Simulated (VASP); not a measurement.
Input of a VASP 6.6.1 run:

File INCAR:

```
  PREC = Accurate
  ENCUT = 520
  EDIFF = 1E-6
  ISMEAR = 0
  SIGMA = 0.02
  LREAL = F
  LASPH = T
  NELM = 80
  ALGO = Normal
  ISIF = 2
  LWAVE = F
  LCHARG = F
  LDIPOL = T
  IDIPOL = 3
  DIPOL = 0.5 0.5 0.500
  GGA = PE
  IVDW = 12
  NBANDS = 20
```

File KPOINTS:

```
regular mesh
0
Gamma
  12 12 1
```

File POSCAR:

```
WS2
1.0
    3.0960000000      0.0000000000      0.0000000000
   -1.5480000000      2.6812146501      0.0000000000
    0.0000000000      0.0000000000     32.2910878415
S W
2 1
Direct
    0.3333333333      0.6666666667      0.4473909859
    0.3333333333      0.6666666667      0.5526212592
    0.6666666667      0.3333333333      0.5000061200
```

Potentials or basis: VASP PAW PBE potentials, release 64 (S, W_sv).

Run with:

```sh
$ cat potpaw_PBE.64/S/POTCAR potpaw_PBE.64/W_sv/POTCAR > POTCAR
$ mpirun -np 1 vasp_std > vasp.out
```

Problem. Predict the band gap on the k mesh.

Solution. 1.50 eV, indirect (least direct gap 2.32 eV).

Problem. What does it give for the largest force?

Solution. 1.762 eV/Å.

Problem. What does it give for the dispersion energy per atom?

Solution. -0.315 eV.

Forces in eV/Å, atoms in the order of the input:
```
S    0.000  0.000  1.762
S    0.000  0.000 -1.762
W    0.000  0.000  0.000
```

Caveat: spin-orbit coupling is left out, which moves the levels of the heavy elements.
